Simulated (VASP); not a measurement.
# GaN (Fm-3m) in VASP: further runs

Aim: see how the results for GaN move with the level of theory and the settings. Levels: LDA, BLYP, PBE-based screened hybrid with 25 % exact exchange. Tasks: single point.

Everything below comes from runs of VASP 6.6.1. Logs are shortened: lines on timing, memory, paths and dates and some standing lists are left out, and cuts for length are marked.

### 1 The cell of the first run

The structure is cubic, space group Fm-3m (No. 225). Conventional cell: a = 4.181 Å, b = 4.181 Å, c = 4.181 Å, α = 90.00°, β = 90.00°, γ = 90.00°. Ga (site symmetry m-3m) has 6 N at 2.09 Å within 2.8 Å. Within 2.8 Å of N (site symmetry m-3m) lie 6 Ga at 2.09 Å.

### 2 Single point, LDA

Input file INCAR:

```
SYSTEM = GaN
PREC = Accurate ; ENCUT = 1330
EDIFF = 1E-6 ; ISMEAR = -1
SIGMA = 0.05 ; LREAL = .False.
LASPH = .True. ; NELM = 120
ALGO = Normal ; ISIF = 2
LWAVE = .False. ; LCHARG = .False.
NBANDS = 16 ; GGA_COMPAT = .False.
```

Input file KPOINTS:

```
regular mesh
0
Gamma
  11 11 11
  0 0 0
```

Input file POSCAR:

```
GaN
1.0
    0.0000000000      2.0904942517      2.0904942517
    2.0904942517      0.0000000000      2.0904942517
    2.0904942517      2.0904942517      0.0000000000
Ga N
1 1
Direct
    0.0000000000      0.0000000000      0.0000000000
    0.5000000000      0.5000000000      0.5000000000
```

Potentials or basis: VASP PAW LDA potentials, release 64 (Ga_d, N_h).

Launch:

```sh
$ cat potpaw_LDA.64/Ga_d/POTCAR potpaw_LDA.64/N_h/POTCAR > POTCAR
$ mpirun -np 1 vasp_std > vasp.out
```

OUTCAR:

```text
SYSTEM = GaN
   PREC = Accurate
   ENCUT = 1330
   EDIFF = 1E-6
   ISMEAR = -1
   LREAL = .False.
   LASPH = .True.
   NELM = 120
   ISIF = 2

 ion  position               nearest neighbor table
   1  0.000  0.000  0.000-   2 2.09   2 2.09   2 2.09   2 2.09   2 2.09   2 2.09
   2  0.500  0.500  0.500-   1 2.09   1 2.09   1 2.09   1 2.09   1 2.09   1 2.09

  LATTYP: Found a face centered cubic cell.
 ALAT       =     4.1809885034

  Lattice vectors:

 A1 = (   0.0000000000,   2.0904942517,   2.0904942517)
 A2 = (   2.0904942517,   0.0000000000,   2.0904942517)
 A3 = (   2.0904942517,   2.0904942517,   0.0000000000)

Analysis of symmetry for initial positions (statically):
=====================================================================
 Subroutine PRICEL returns:
 Original cell was already a primitive cell.

 Routine SETGRP: Setting up the symmetry group for a
 face centered cubic supercell.

 Subroutine GETGRP returns: Found 48 space group operations
 (whereof 48 operations were pure point group operations)
 out of a pool of 48 trial point group operations.

The static configuration has the point symmetry O_h .

Analysis of symmetry for dynamics (positions and initial velocities):
=====================================================================
 Subroutine PRICEL returns:
 Original cell was already a primitive cell.

 Routine SETGRP: Setting up the symmetry group for a
 face centered cubic supercell.

 Subroutine GETGRP returns: Found 48 space group operations
 (whereof 48 operations were pure point group operations)
 out of a pool of 48 trial point group operations.

The dynamic configuration has the point symmetry O_h .

 Subroutine INISYM returns: Found 48 space group operations
 (whereof 48 operations are pure point group operations),
 and found     1 'primitive' translations

----------------------------------------------------------------------------------------

                                     Primitive cell

  volume of cell :      18.2716

  direct lattice vectors                    reciprocal lattice vectors
     0.000000000  2.090494252  2.090494252    -0.239177888  0.239177888  0.239177888
     2.090494252  0.000000000  2.090494252     0.239177888 -0.239177888  0.239177888
     2.090494252  2.090494252  0.000000000     0.239177888  0.239177888 -0.239177888

  length of vectors
     2.956405323  2.956405323  2.956405323     0.414268254  0.414268254  0.414268254

  position of ions in fractional coordinates (direct lattice)
     0.000000000  0.000000000  0.000000000
     0.500000000  0.500000000  0.500000000

  ion indices of the primitive-cell ions
   primitive index   ion index
                 1           1
                 2           2

----------------------------------------------------------------------------------------

 KPOINTS: regular mesh

Automatic generation of k-mesh.
 Grid dimensions read from file:
 generate k-points for:   11   11   11

 Generating k-lattice:

  Cartesian coordinates                     Fractional coordinates (reciprocal lattice)
    -0.021743444  0.021743444  0.021743444     0.090909091  0.000000000  0.000000000
     0.021743444 -0.021743444  0.021743444     0.000000000  0.090909091  0.000000000
     0.021743444  0.021743444 -0.021743444     0.000000000  0.000000000  0.090909091

  Length of vectors
     0.037660750  0.037660750  0.037660750

  Shift w.r.t. Gamma in fractional coordinates (k-lattice)
     0.000000000  0.000000000  0.000000000

 Subroutine IBZKPT returns following result:
 ===========================================

 Found     56 irreducible k-points:

 Following reciprocal coordinates:
            Coordinates               Weight
  0.000000  0.000000  0.000000      1.000000
  0.090909  0.000000  0.000000      8.000000
  0.181818  0.000000  0.000000      8.000000
  0.272727  0.000000  0.000000      8.000000
  0.363636  0.000000  0.000000      8.000000
  0.454545  0.000000  0.000000      8.000000
[... 16 lines left out ...]
 -0.272727  0.181818  0.000000     24.000000
 -0.181818  0.181818  0.000000     12.000000
 [... further k-points ...]
   k-points           NKPTS =     56   k-points in BZ     NKDIM =     56   number of bands    NBANDS=     16
   number of dos      NEDOS =    301   number of ions     NIONS =      2
   total plane-waves  NPLWV =  46656
   dimension x,y,z NGX =    36 NGY =   36 NGZ =   36
   dimension x,y,z NGXF=    72 NGYF=   72 NGZF=   72
   ions per type =               1   1
   NGX,Y,Z   is equivalent  to a cutoff of  20.24, 20.24, 20.24 a.u.
   NGXF,Y,Z  is equivalent  to a cutoff of  40.49, 40.49, 40.49 a.u.
 SYSTEM =  GaN
   PREC   = accura    normal or accurate (medium, high low for compatibility)
   ISTART =      0    job   : 0-new  1-cont  2-samecut
   ICHARG =      2    charge: 1-file 2-atom 10-const
   ISPIN  =      1    spin polarized calculation?
   LNONCOLLINEAR =      F non collinear calculations
   LSORBIT =      F    spin-orbit coupling
   LASPH  =      T    aspherical Exc in radial PAW
   ENCUT  = 1330.0 eV  97.75 Ry    9.89 a.u.   8.79  8.79  8.79*2*pi/ulx,y,z
   NELM   =    120;   NELMIN=  2; NELMDL= -5     # of ELM steps
   EDIFF  = 0.1E-05   stopping-criterion for ELM
   LREAL  =      F    real-space projection
   EDIFFG = 0.1E-04   stopping-criterion for IOM
   NSW    =      0    number of steps for IOM
   IBRION =     -1    ionic relax: 0-MD 1-quasi-New 2-CG
   NFREE  =      0    steps in history (QN), initial steepest desc. (CG)
   ISIF   =      2    stress and relaxation
   ISYM   =      2    0-nonsym 1-usesym 2-fastsym
   POTIM  = 0.5000    time-step for ionic-motion
   TEBEG  =    0.0;   TEEND  =   0.0 temperature during run
   PSTRESS=    0.0 pullay stress
   NELECT =      18.0000    total number of electrons
   NUPDOWN=      -1.0000    fix difference up-down
   EMIN   =  10.00;   EMAX   =-10.00  energy-range for DOS
   EFERMI =   0.00;   METHOD = LEGACY
   ISMEAR =    -1;   SIGMA  =   0.05  broadening in eV -4-tet -1-fermi 0-gaus
   EFERMI_NEDOS =   21; number of points for ismear=-14 and -15
   IALGO  =     38    algorithm
   IMIX   =      4    mixing-type and parameters
     AMIX     =   0.40;   BMIX     =  1.00
     AMIX_MAG =   1.60;   BMIX_MAG =  1.00
  volume/ion in A,a.u.               =       9.14        61.65
  Fermi-wavevector in a.u.,A,eV,Ry     =   1.628946  3.078262 36.102584  2.653465
  Thomas-Fermi vector in A             =   2.721493
   LORBIT       =      0    0 simple, 1 ext, 2 COOP (PROOUT), +10 PAW based schemes
   GGA     = CA    functional components
   LHFCALC =     F    Hartree Fock is set to
   AEXX    =    0.0000 exact exchange contribution
   IVDW    =     0    specifies the selected vdW correction
   LEPSILON=     F    determine dielectric tensor
   LRPA    =     F    only Hartree local field effects (RPA)
 non-spin polarized calculation
  energy-cutoff  :     1330.00
  volume of cell :       18.27
 maximum number of plane-waves:      2028
   NGX = 17   NGY = 17   NGZ = 17

 number of electron      17.9999999 magnetization

 Free energy of the ion-electron system (eV)
  ---------------------------------------------------
  ext. energy  EPLUGINS =         0.00000000
  ---------------------------------------------------
  free energy    TOTEN  =       -13.08556875 eV

  energy without entropy =      -13.08556075  energy(sigma->0) =      -13.08556475

 E-fermi :   8.9105     XC(G=0): -13.6854

 val. band max:        8.4945827682   @ k =  -0.1818   0.1818   0.0000
 cond. band min:       9.2571088553   @ k =   0.4545   0.4545   0.0000
 fundamental gap:      0.7625260871
 Fermi energy:         8.9105316413

 k-point     1 :       0.0000    0.0000    0.0000
  band No.  band energies     occupation
      1      -9.0487      2.00000
      2      -5.6065      2.00000
      3      -5.6065      2.00000
      4      -5.6065      2.00000
      5      -5.5002      2.00000
      6      -5.5002      2.00000
[... 8 lines left out ...]
     15      24.4796      0.00000
     16      24.4797      0.00000

 k-point     2 :       0.0909    0.0000    0.0000
  band No.  band energies     occupation
      1      -8.8796      2.00000
      2      -5.6140      2.00000
      3      -5.5971      2.00000
      4      -5.5971      2.00000
      5      -5.5127      2.00000
      6      -5.5127      2.00000
[... 8 lines left out ...]
     15      24.5568      0.00000
     16      24.5568      0.00000

 k-point     3 :       0.1818    0.0000    0.0000
  band No.  band energies     occupation
      1      -8.3854      2.00000
      2      -5.6338      2.00000
      3      -5.6115      2.00000
      4      -5.6115      2.00000
      5      -5.5059      2.00000
      6      -5.5059      2.00000
[... 8 lines left out ...]
     15      25.4318      0.00000
     16      25.4318      0.00000

 k-point     4 :       0.2727    0.0000    0.0000
  band No.  band energies     occupation
      1      -7.6145      2.00000
      2      -5.6746      2.00000
      3      -5.6746      2.00000
      4      -5.6586      2.00000
      5      -5.4514      2.00000
      6      -5.4514      2.00000
[... 8 lines left out ...]
     15      26.9720      0.00000
     16      26.9720      0.00000
[... 324 lines left out ...]
 k-point    22 :      -0.3636    0.1818    0.0000
  band No.  band energies     occupation
      1      -6.5935      2.00000
      2      -5.7524      2.00000
      3      -5.7118      2.00000
      4      -5.5615      2.00000
      5      -5.3916      2.00000
      6      -4.4912      2.00000
[... 8 lines left out ...]
     15      28.6902      0.00000
     16      29.4275      0.00000

 k-point    23 :      -0.2727    0.1818    0.0000
  band No.  band energies     occupation
      1      -6.8776      2.00000
      2      -5.7277      2.00000
      3      -5.7030      2.00000
      4      -5.6246      2.00000
      5      -5.4509      2.00000
      6      -4.9945      2.00000
[... 8 lines left out ...]
     15      27.7557      0.00000
     16      30.0356      0.00000

 k-point    24 :      -0.1818    0.1818    0.0000
  band No.  band energies     occupation
      1      -7.4606      2.00000
      2      -5.6840      2.00000
      3      -5.6702      2.00000
      4      -5.6521      2.00000
      5      -5.5054      2.00000
      6      -5.2744      2.00000
[... 8 lines left out ...]
     15      27.0104      0.00000
     16      29.2380      0.00000

 [... further k-points ...]

------------------------ aborting loop because EDIFF is reached ----------------------------------------

  FORCE on cell =-STRESS in cart. coord.  units (eV):
  Direction    XX          YY          ZZ          XY          YZ          ZX
  --------------------------------------------------------------------------------------
  -------------------------------------------------------------------------------------
  Total        0.1498787      0.1498787      0.1498787      0.0000000      0.0000000      0.0000000
  in kB       13.1423632     13.1423632     13.1423632      0.0000000      0.0000000      0.0000000
  external PRESSURE =      13.1423632 kB  Pullay stress =       0.0000000 kB

 VOLUME and BASIS-vectors are now :
 -----------------------------------------------------------------------------
  energy-cutoff  :     1330.00
  volume of cell :       18.27
      direct lattice vectors                 reciprocal lattice vectors
     0.000000000  2.090494252  2.090494252    -0.239177888  0.239177888  0.239177888
     2.090494252  0.000000000  2.090494252     0.239177888 -0.239177888  0.239177888
     2.090494252  2.090494252  0.000000000     0.239177888  0.239177888 -0.239177888

 POSITION                                       TOTAL-FORCE (eV/Angst)
 -----------------------------------------------------------------------------------
      0.00000      0.00000      0.00000         0.000000     -0.000000     -0.000000
      2.09049      2.09049      2.09049        -0.000000      0.000000      0.000000
 -----------------------------------------------------------------------------------
    total drift:                                0.000000      0.000000      0.000000

  FREE ENERGIE OF THE ION-ELECTRON SYSTEM (eV)
  ---------------------------------------------------
  free  energy   TOTEN  =       -13.0855687464 eV

  energy  without entropy=      -13.0855607528  energy(sigma->0) =      -13.08556475
```

Wall time 20 s (1 thread of Intel Xeon 6975P-C (Granite Rapids), shared host); peak memory 0.22 GiB.

What came out:

| Property | Result |
| --- | --- |
| Free energy | -13.0856 eV |
| Pressure | 1.3 GPa |
| Band gap on the k mesh | 0.76 eV (least direct gap 3.25 eV) |

Levels at points of the mesh, in eV from the valence-band top:
| k point | band 5 | band 6 | band 7 | band 8 | band 9 | band 10 | band 11 | band 12 | band 13 | band 14 |
| --- | --- | --- | --- | --- | --- | --- | --- | --- | --- | --- |
| (0.00, 0.00, 0.00) | -13.99 | -13.99 | -0.57 | -0.57 | -0.57 | 2.68 | 14.84 | 14.84 | 14.84 | 15.99 |

Caveat: an odd mesh through Γ misses points on the zone boundary, where band edges can lie.

### 3 Single point, BLYP

This run uses another cell than the first one, of 9.74 Å³/atom.

Input file INCAR:

```
PREC = Accurate ; ENCUT = 1330
EDIFF = 1E-6 ; ISMEAR = -1
SIGMA = 0.05 ; LREAL = F
LASPH = T ; NELM = 120
ALGO = Normal ; ISIF = 2
LWAVE = F ; LCHARG = F
GGA = B5 ; ALDAX = 1.0
AGGAX = 1.0 ; AGGAC = 1.0
ALDAC = 0.0 ; NBANDS = 16
GGA_COMPAT = F
```

Input file KPOINTS:

```
regular mesh
0
Gamma
  11 11 11
```

Input file POSCAR:

```
GaN
1.0
    0.0000000000      2.1352350000      2.1352350000
    2.1352350000      0.0000000000      2.1352350000
    2.1352350000      2.1352350000      0.0000000000
Ga N
1 1
Direct
    0.0000000000      0.0000000000      0.0000000000
    0.5000000000      0.5000000000      0.5000000000
```

Potentials or basis: VASP PAW PBE potentials, release 64 (Ga_d, N_h).

Launch:

```sh
$ cat potpaw_PBE.64/Ga_d/POTCAR potpaw_PBE.64/N_h/POTCAR > POTCAR
$ mpirun -np 1 vasp_std > vasp.out
```

Run time: 31 s. Hardware: 1 thread of Intel Xeon 6975P-C (Granite Rapids), shared host; peak memory 0.25 GiB.

The run converged. Its results:

```yaml
Free_energy: -9.8465 eV
Pressure: 8.8 GPa
Band_gap_on_the_k_mesh: 0.46 eV (least direct gap 2.44 eV)
```

Levels at points of the mesh, in eV from the valence-band top:
```csv
k point,band 5,band 6,band 7,band 8,band 9,band 10,band 11,band 12,band 13,band 14
"(0.00, 0.00, 0.00)",-14.06,-14.06,-0.50,-0.50,-0.50,1.94,14.88,14.88,14.88,15.27
```

Caveat: the cell stands under pressure; the PAW data sets were made with another functional, which shifts forces and pressure a little; an odd mesh through Γ misses points on the zone boundary, where band edges can lie.

### 4 Single point, PBE-based screened hybrid with 25 % exact exchange

This run uses another cell than the first one, of 9.74 Å³/atom.

POSCAR is that of step 3.

Input file INCAR.step1:

```
  PREC = Accurate
  ENCUT = 520
  EDIFF = 1E-5
  ISMEAR = -1
  SIGMA = 0.05
  LREAL = F
  LASPH = T
  NELM = 60
  ALGO = Normal
  ISIF = 2
  LWAVE = T
  LCHARG = F
  GGA = PE
  NBANDS = 16
```

Input file INCAR.step2:

```
  PREC = Accurate
  ENCUT = 520
  EDIFF = 1E-7
  ISMEAR = -1
  SIGMA = 0.05
  LREAL = F
  LASPH = T
  NELM = 60
  ALGO = Normal
  ISIF = 2
  LWAVE = F
  LCHARG = F
  GGA = PE
  LHFCALC = T
  AEXX = 0.25
  HFSCREEN = 0.6
  PRECFOCK = Normal
  ISTART = 1
  NBANDS = 16
```

Input file KPOINTS:

```
regular mesh
0
Gamma
  6 6 6
```

Potentials or basis: VASP PAW PBE potentials, release 64 (Ga_d, N).

Launch:

```sh
$ cat potpaw_PBE.64/Ga_d/POTCAR potpaw_PBE.64/N/POTCAR > POTCAR
$ cp INCAR.step1 INCAR
$ mpirun -np 1 vasp_std > vasp.out
$ cp INCAR.step2 INCAR
$ mpirun -np 1 vasp_std > vasp.out
```

Wall time 21 min (1 thread of AMD EPYC 7R13 (Zen 3), shared host); peak memory 0.23 GiB.

The run converged. Its results:

```
Free energy            : -12.5258 eV
Pressure               : -5.8 GPa
Band gap on the k mesh : 0.97 eV (least direct gap 2.91 eV)
```

Levels at points of the mesh, in eV from the valence-band top:
| k point | band 6 | band 7 | band 8 | band 9 | band 10 | band 11 | band 12 | band 13 |
| --- | --- | --- | --- | --- | --- | --- | --- | --- |
| (0.00, 0.00, 0.00) | -15.90 | -0.47 | -0.47 | -0.47 | 2.44 | 15.13 | 15.13 | 15.13 |
| (0.50, 0.00, 0.00) | -15.08 | -8.43 | -0.22 | -0.22 | 5.09 | 9.62 | 9.62 | 10.06 |
| (0.50, 0.50, 0.00) | -12.38 | -7.18 | -3.06 | -3.06 | 0.97 | 8.20 | 12.66 | 15.23 |

Caveat: the k points lie up to 0.42 Å⁻¹ apart; the PAW data sets were made with another functional, which shifts forces and pressure a little.

### 5 The runs side by side

```tsv
level	potentials or basis	cell	k mesh	cutoff (eV)	grid for exact exchange (PRECFOCK)	share of exact exchange	screening parameter	gap on the mesh (eV)	pressure (GPa)
LDA	VASP PAW LDA potentials, release 64 (Ga_d, N_h)	a = 2.956 Å, angles 60.0°, 2 atoms	11 × 11 × 11	1330	-	-	-	0.76	1.3
BLYP	VASP PAW PBE potentials, release 64 (Ga_d, N_h)	a = 3.020 Å, angles 60.0°, 2 atoms	11 × 11 × 11	1330	-	-	-	0.46	8.8
PBE-based screened hybrid with 25 % exact exchange	VASP PAW PBE potentials, release 64 (Ga_d, N)	a = 3.020 Å, angles 60.0°, 2 atoms	6 × 6 × 6	520	Normal	0.25	0.6 1/Å	0.97	-5.8
```

Alike in all rows: task single point; no spin polarisation; smearing fermi-dirac 0.05 eV.

Caveats: some runs use coarse meshes; an odd mesh through Γ misses points on the zone boundary, where band edges can lie (at least some runs); the PAW data sets were made with another functional, which shifts forces and pressure a little (at least some runs); the cell stands under pressure (at least some runs).

Absolute energies hang on the potentials; compare differences alone.
